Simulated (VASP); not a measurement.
A run of VASP 6.6.1 is set up as follows.

INCAR

```
  ALGO = Normal
  EDIFF = 1E-6
  ENCUT = 520
  ISIF = 2
  ISMEAR = 0
  LASPH = T
  LCHARG = F
  LREAL = F
  LWAVE = F
  NBANDS = 33
  NELM = 60
  PREC = Accurate
  SIGMA = 0.01
```

The input KPOINTS:

```
k-points
0
Gamma
  6 6 4
```

Contents of POSCAR:

```
TiO2
1.0
    2.6318584318     -2.6324624094      0.0000000000
    2.6318584318      2.6324624094      0.0000000000
   -2.5613428241      0.0000000000      4.6651555496
Ti O
2 4
Direct
    0.1341100000      0.8658900000      0.2500000000
    0.8658900000      0.1341100000      0.7500000000
    0.3312210000      0.0887550000      0.6671490000
    0.6687790000      0.9112450000      0.3328510000
    0.9112450000      0.6687790000      0.8328510000
    0.0887550000      0.3312210000      0.1671490000
```

Potentials or basis: VASP PAW LDA potentials, release 64 (Ti_sv, O).

Command:

```sh
$ cat potpaw_LDA.64/Ti_sv/POTCAR potpaw_LDA.64/O/POTCAR > POTCAR
$ mpirun -np 1 vasp_std > vasp.out
```

Question: What does it give for the pressure?

Answer: 6.7 GPa.

Question: What does it give for the band gap on the k mesh?

Answer: 2.12 eV, indirect (least direct gap 2.46 eV).

Question: Predict the largest force.

Answer: 0.205 eV/Å.

Forces on the atoms (eV/Å):
```
Ti   0.000  0.173  0.000
Ti   0.000 -0.173  0.000
O   -0.063  0.049  0.188
O    0.063 -0.049 -0.188
O    0.063  0.049 -0.188
O   -0.063 -0.049  0.188
```

A k mesh can miss the band edges. As with any semilocal functional, this LDA gap is likely too small.
